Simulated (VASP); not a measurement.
Runs of VASP 6.6.1 on BN. Symmetry: P6_3/mmc, No. 194, hexagonal system. Conventional cell: a = 2.498 Å, b = 2.498 Å, c = 6.636 Å, α = 90.00°, β = 90.00°, γ = 120.00°. Within 1.9 Å of B (site symmetry -6m2) lie 3 N at 1.44 Å. Within 1.9 Å of N (site symmetry -6m2) lie 3 B at 1.44 Å. 

| task | level | potentials or basis | cell | gap on the mesh (eV) | pressure (GPa) |
| --- | --- | --- | --- | --- | --- |
| relaxation of the atoms | PBE | VASP PAW PBE potentials, release 64 (B, N) | atoms relaxed | 4.26 | 5.2 |
| electric field gradients | LDA | VASP PAW LDA potentials, release 64 (B, N) | as given | 4.06 | -2.5 |
| single point | PBE | VASP PAW PBE potentials, release 64 (B, N) | as given | 4.26 | 5.2 |
| electric field gradients | r2SCAN | VASP PAW PBE potentials, release 64 (B, N) | as given | 4.86 | (a) |
| electric field gradients | PBE | VASP PAW PBE potentials, release 64 (B, N) | as given | 4.26 | (b) |

Alike in all rows: no spin polarisation; k mesh 14 × 14 × 5; cutoff (eV) 520; smearing fermi-dirac 0.02 eV.

Fill in the values left out.

(a) 1.5; (b) 5.1.

Caveats: this functional lacks dispersion, which binds the layers, so the pressure and a relaxed spacing across them are unreliable (some runs); the relaxation stopped at its first step, so nothing moved (some runs); the PAW data sets were made with another functional, which shifts forces and pressure a little (some runs).

A k mesh can miss the band edges.
